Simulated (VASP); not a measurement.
# Ti (Fm-3m) in VASP: a series of runs, part 2 of 2

VASP 6.6.1. The steps go on from the part before.

### 4 Single point, r2SCAN

This run uses another cell than the first one, of 13.61 Å³/atom.

The input, POSCAR:

```
Ti
1.0
    0.0000000000      1.8950032612      1.8950032612
    1.8950032612      0.0000000000      1.8950032612
    1.8950032612      1.8950032612      0.0000000000
Ti
1
Direct
    0.0000000000      0.0000000000      0.0000000000
```

The input, INCAR.step1:

```
SYSTEM = Ti
ALGO = Normal
EDIFF = 1E-5
ENCUT = 550
GGA = PE
GGA_COMPAT = .False.
ISMEAR = -1
LASPH = .True.
LCHARG = .False.
LREAL = .False.
LWAVE = .True.
NBANDS = 12
NELM = 120
PREC = Accurate
SIGMA = 0.1
```

The input, INCAR.step2:

```
SYSTEM = Ti
ALGO = Normal
EDIFF = 1E-6
ENCUT = 550
GGA_COMPAT = .False.
ISIF = 2
ISMEAR = -1
ISTART = 1
LASPH = .True.
LCHARG = .False.
LMIXTAU = .True.
LREAL = .False.
LWAVE = .False.
METAGGA = R2SCAN
NBANDS = 12
NELM = 120
PREC = Accurate
SIGMA = 0.1
```

The input, KPOINTS:

```
k-points
0
Gamma
  19 19 19
  0 0 0
```

Potentials or basis: VASP PAW PBE potentials, release 64 (Ti_sv).

Run with:

```sh
$ cat potpaw_PBE.64/Ti_sv/POTCAR > POTCAR
$ cp INCAR.step1 INCAR
$ mpirun -np 1 vasp_std > vasp.out
$ cp INCAR.step2 INCAR
$ mpirun -np 1 vasp_std > vasp.out
```

OUTCAR:

```text
SYSTEM = Ti
   EDIFF = 1E-6
   ENCUT = 550
   ISIF = 2
   ISMEAR = -1
   ISTART = 1
   LASPH = .True.
   LREAL = .False.
   METAGGA = R2SCAN
   NELM = 120
   PREC = Accurate

 ion  position               nearest neighbor table
   1  0.000  0.000  0.000-

  LATTYP: Found a face centered cubic cell.
 ALAT       =     3.7900065224

  Lattice vectors:

 A1 = (   0.0000000000,   1.8950032612,   1.8950032612)
 A2 = (   1.8950032612,   0.0000000000,   1.8950032612)
 A3 = (   1.8950032612,   1.8950032612,   0.0000000000)

Analysis of symmetry for initial positions (statically):
=====================================================================
 Subroutine PRICEL returns:
 Original cell was already a primitive cell.

 Routine SETGRP: Setting up the symmetry group for a
 face centered cubic supercell.

 Subroutine GETGRP returns: Found 48 space group operations
 (whereof 48 operations were pure point group operations)
 out of a pool of 48 trial point group operations.

The static configuration has the point symmetry O_h .

Analysis of symmetry for dynamics (positions and initial velocities):
=====================================================================
 Subroutine PRICEL returns:
 Original cell was already a primitive cell.

 Routine SETGRP: Setting up the symmetry group for a
 face centered cubic supercell.

 Subroutine GETGRP returns: Found 48 space group operations
 (whereof 48 operations were pure point group operations)
 out of a pool of 48 trial point group operations.

The dynamic configuration has the point symmetry O_h .

 Subroutine INISYM returns: Found 48 space group operations
 (whereof 48 operations are pure point group operations),
 and found     1 'primitive' translations

----------------------------------------------------------------------------------------

                                     Primitive cell

[... 112 lines left out ...]
   LORBIT       =      0    0 simple, 1 ext, 2 COOP (PROOUT), +10 PAW based schemes
   METAGGA = R2SCAN    functional components
   LHFCALC =     F    Hartree Fock is set to
   AEXX    =    0.0000 exact exchange contribution
   IVDW    =     0    specifies the selected vdW correction
   LEPSILON=     F    determine dielectric tensor
   LRPA    =     F    only Hartree local field effects (RPA)
 non-spin polarized calculation
  energy-cutoff  :      550.00
  volume of cell :       13.61
 maximum number of plane-waves:       415
   NGX = 11   NGY = 11   NGZ = 11

 number of electron      12.0000000 magnetization

 Free energy of the ion-electron system (eV)
  ---------------------------------------------------
  ext. energy  EPLUGINS =         0.00000000
  ---------------------------------------------------
  free energy    TOTEN  =       -12.49089751 eV

  energy without entropy =      -12.45195820  energy(sigma->0) =      -12.47142785

 E-fermi :  11.1448     XC(G=0): -13.7213

 val. band max:       11.1443907391   @ k =  -0.2105   0.2632   0.0526
 cond. band min:      11.1525136168   @ k =   0.2105   0.1053   0.0000
 fundamental gap:      0.0081228777
 Fermi energy:        11.1448337805

 k-point     1 :       0.0000    0.0000    0.0000
  band No.  band energies     occupation
      1     -47.5479      2.00000
      2     -21.9227      2.00000
      3     -21.9227      2.00000
      4     -21.9227      2.00000
      5       4.2645      2.00000
      6      12.2545      0.00003
      7      12.2545      0.00003
      8      12.2545      0.00003
      9      14.6913      0.00000
     10      14.6913      0.00000
     11      28.2374      0.00000
     12      34.4600      0.00000
[... 331 lines left out ...]
 k-point    24 :      -0.2632    0.0526    0.0000
  band No.  band energies     occupation
      1     -47.3450      2.00000
      2     -22.8337      2.00000
      3     -22.0759      2.00000
      4     -22.0145      2.00000
      5       6.9487      2.00000
      6      11.0551      1.42067
      7      12.4901      0.00000
      8      12.6273      0.00000
      9      14.6081      0.00000
     10      15.3038      0.00000
     11      26.6554      0.00000
     12      29.4208      0.00000

 [... further k-points ...]

------------------------ aborting loop because EDIFF is reached ----------------------------------------

  FORCE on cell =-STRESS in cart. coord.  units (eV):
  Direction    XX          YY          ZZ          XY          YZ          ZX
  --------------------------------------------------------------------------------------
  -------------------------------------------------------------------------------------
  Total        3.4661007      3.4661007      3.4661007      0.0000000      0.0000000     -0.0000000
  in kB      408.0297974    408.0297974    408.0297974      0.0000000      0.0000000     -0.0000000
  external PRESSURE =     408.0297974 kB  Pullay stress =       0.0000000 kB

 VOLUME and BASIS-vectors are now :
 -----------------------------------------------------------------------------
  energy-cutoff  :      550.00
  volume of cell :       13.61
      direct lattice vectors                 reciprocal lattice vectors
     0.000000000  1.895003261  1.895003261    -0.263851789  0.263851789  0.263851789
     1.895003261  0.000000000  1.895003261     0.263851789 -0.263851789  0.263851789
     1.895003261  1.895003261  0.000000000     0.263851789  0.263851789 -0.263851789

 POSITION                                       TOTAL-FORCE (eV/Angst)
 -----------------------------------------------------------------------------------
      0.00000      0.00000      0.00000         0.000000     -0.000000      0.000000
 -----------------------------------------------------------------------------------
    total drift:                               -0.000000     -0.000000     -0.000000

  FREE ENERGIE OF THE ION-ELECTRON SYSTEM (eV)
  ---------------------------------------------------
  free  energy   TOTEN  =       -12.4908975095 eV

  energy  without entropy=      -12.4519582002  energy(sigma->0) =      -12.47142785
```

OUTCAR.step1:

```text
SYSTEM = Ti
   EDIFF = 1E-5
   ENCUT = 550
   GGA = PE
   ISMEAR = -1
   LASPH = .True.
   LREAL = .False.
[... 575 lines left out ...]
 -----------------------------------------------------------------------------------
      0.00000      0.00000      0.00000         0.000000      0.000000      0.000000
 -----------------------------------------------------------------------------------
    total drift:                               -0.000000     -0.000000     -0.000000

  FREE ENERGIE OF THE ION-ELECTRON SYSTEM (eV)
  ---------------------------------------------------
  free  energy   TOTEN  =        -7.4197437473 eV

  energy  without entropy=       -7.3781040822  energy(sigma->0) =       -7.39892391
```

Wall time 1.9 min (1 thread of AMD EPYC 7R13 (Zen 3), shared host); peak memory 0.12 GiB.

What came out:

| Item | Value |
| --- | --- |
| Free energy | -12.4909 eV |
| Pressure | 40.8 GPa |
| Band gap on the k mesh | zero (bands 6 and 7 overlap by 1.60 eV) |

Caveat: the cell stands under pressure; the PAW data sets were made with another functional, which shifts forces and pressure a little.

### 5 Single point, r2SCAN

This run uses another cell than the first one, of 15.07 Å³/atom.

The input, POSCAR:

```
Ti
1.0
    0.0000000000      1.9605713811      1.9605713811
    1.9605713811      0.0000000000      1.9605713811
    1.9605713811      1.9605713811      0.0000000000
Ti
1
Direct
    0.0000000000      0.0000000000      0.0000000000
```

The input, INCAR.step1:

```
PREC     = Accurate       # precision mode
ENCUT    = 550            # plane-wave cutoff, eV
ISMEAR   = -1             # smearing method
SIGMA    = 0.1            # smearing width, eV
LREAL    = F              # projectors in reciprocal space
LASPH    = T              # aspherical terms in the spheres
NELM     = 120            # most SCF steps
NBANDS   = 12             # bands
GGA      = PE             # functional
ALGO     = Normal         # electronic algorithm
EDIFF    = 1E-5           # SCF threshold, eV
LWAVE    = T              # write WAVECAR
LCHARG   = F              # write CHGCAR
GGA_COMPAT= F
```

The input, INCAR.step2:

```
PREC     = Accurate       # precision mode
ENCUT    = 550            # plane-wave cutoff, eV
EDIFF    = 1E-6           # SCF threshold, eV
ISMEAR   = -1             # smearing method
SIGMA    = 0.1            # smearing width, eV
LREAL    = F              # projectors in reciprocal space
LASPH    = T              # aspherical terms in the spheres
NELM     = 120            # most SCF steps
ALGO     = Normal         # electronic algorithm
ISIF     = 2              # what is computed and relaxed
LWAVE    = F              # write WAVECAR
LCHARG   = F              # write CHGCAR
METAGGA  = R2SCAN         # meta-GGA
LMIXTAU  = T            
NBANDS   = 12             # bands
ISTART   = 1            
GGA_COMPAT= F
```

The input, KPOINTS:

```
Automatic mesh
0
Gamma
  19 19 19
```

Run with:

```sh
$ cat potpaw_PBE.64/Ti_sv/POTCAR > POTCAR
$ cp INCAR.step1 INCAR
$ mpirun -np 1 vasp_std > vasp.out
$ cp INCAR.step2 INCAR
$ mpirun -np 1 vasp_std > vasp.out
```

It took 3 min on 1 thread of AMD EPYC 7R13 (Zen 3), shared host; peak memory 0.14 GiB.

It converged, with:

```yaml
Free_energy: -12.7662 eV
Pressure: 20.6 GPa
Band_gap_on_the_k_mesh: zero (bands 6 and 7 overlap by 1.52 eV)
```

Levels at points of the mesh, in eV from the Fermi level:
```
           k point  band 2  band 3  band 4  band 5  band 6  band 7  band 8  band 9  band 10  band 11
(0.00, 0.00, 0.00)  -33.40  -33.40  -33.40   -6.76    1.08    1.08    1.08    3.24     3.24    16.54
```

Caveat: the cell stands under pressure; the PAW data sets were made with another functional, which shifts forces and pressure a little.

### 6 Summary

| task | cell | gap on the mesh (eV) | pressure (GPa) |
| --- | --- | --- | --- |
| relaxation of cell and atoms | relaxed to 60 GPa from a = 2.920 Å, angles 60.0°, 1 atom | none | 60.0 |
| single point | a = 2.608 Å, angles 60.0°, 1 atom | none | 61.1 |
| single point | a = 2.680 Å, angles 60.0°, 1 atom | none | 40.8 |
| single point | a = 2.773 Å, angles 60.0°, 1 atom | none | 20.6 |

Alike in all rows: level r2SCAN; potentials or basis VASP PAW PBE potentials, release 64 (Ti_sv); no spin polarisation; k mesh 19 × 19 × 19; cutoff (eV) 550; smearing fermi-dirac 0.1 eV.

Caveats: the PAW data sets were made with another functional, which shifts forces and pressure a little; the cell stands under pressure (at least some runs); the cell is relaxed towards a set pressure, so the run minimises the enthalpy, not the energy (at least some runs); the volume moved by over 15 % at a fixed basis, so the end points are rough (at least some runs).

Total energies depend on the potentials used, so only differences within one code and one set of settings carry meaning.
